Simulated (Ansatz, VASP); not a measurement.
## Two plane-wave programs on Nb2B3C

```xyz
6
Lattice="3.0959 0.0000 0.0000 0.0000 3.0959 0.0000 0.0000 0.0000 8.0313" Properties=species:S:1:pos:R:3 pbc="T T T"
Nb    0.0000    0.0000    4.0156
Nb    1.5480    1.5480    0.0000
B     1.5480    1.5480    4.0156
B     1.5480    1.5480    5.6215
B     1.5480    1.5480    2.4098
C     0.0000    0.0000    0.0000
```

Alike in both runs: functional PBE; k mesh 6 × 6 × 4; occupations gaussian, width 0.1 eV; no spin polarisation.

Ansatz relaxed the structure, and its values are those at the end. VASP's run is a single point on that final structure, the one shown.

|  | VASP | Ansatz |
| --- | --- | --- |
| version | VASP 6.6.1 | Ansatz 0.2.0 |
| potentials or method | VASP PAW PBE potentials, release 64 (Nb_sv, B, C), cutoff 520 eV | scalar-relativistic, plane waves, PAW |
| valence electrons in the cell | 39 | 39 |

Ansatz gave:

| Property | Result |
| --- | --- |
| gap on the k mesh at the Fermi level (eV) | none |
| pressure (GPa) | 0.1 |
| rms of the force components (eV/Å) | 0.000 |

Q: Which values does VASP return?

A: gap on the k mesh at the Fermi level (eV): none; pressure (GPa): -0.2; rms of the force components (eV/Å): 0.007.

A gap of «none» marks a metal or a gap that the smearing closes.
